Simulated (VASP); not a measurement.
**Ca: single point with PBE**

The system is Ca.

```xyz
1
Lattice="0.0000 2.6475 2.6475 2.6475 0.0000 2.6475 2.6475 2.6475 0.0000" Properties=species:S:1:pos:R:3 pbc="T T T"
Ca    0.0000    0.0000    0.0000
```

| Quantity | Value |
| --- | --- |
| Program | VASP 6.6.1 |
| Task | single point |
| Functional | PBE |
| Potentials or basis | VASP PAW PBE potentials, release 64 (Ca_sv) |
| Cutoff | 520 eV |
| k mesh | 16 × 16 × 16 |
| Occupations | fermi-dirac, width 0.1 eV |
| Spin | no spin polarisation |
| Dipole correction | no |
| Further INCAR settings | ALGO = Normal; EDIFF = 1e-06; NBANDS = 11 |

```yaml
Pressure: 2.8 GPa
Band_gap_on_the_k_mesh: zero (bands 5 and 6 overlap by 0.16 eV)
```

Levels at points of the mesh, in eV from the Fermi level:
| k point | band 2 | band 3 | band 4 | band 5 | band 6 | band 7 | band 8 | band 9 |
| --- | --- | --- | --- | --- | --- | --- | --- | --- |
| (0.00, 0.00, 0.00) | -22.62 | -22.62 | -22.62 | -4.26 | 2.50 | 2.50 | 2.50 | 3.75 |
| (0.50, 0.00, 0.00) | -22.84 | -22.65 | -22.65 | -1.05 | -0.05 | 2.36 | 2.36 | 4.55 |
| (0.50, 0.50, 0.00) | -22.83 | -22.70 | -22.70 | -0.60 | 0.49 | 1.23 | 4.54 | 4.76 |

Wall time 25 s on 1 thread of AMD EPYC 9R45 96-Core Processor (Zen 5), on a shared host, peak memory 0.17 GiB.
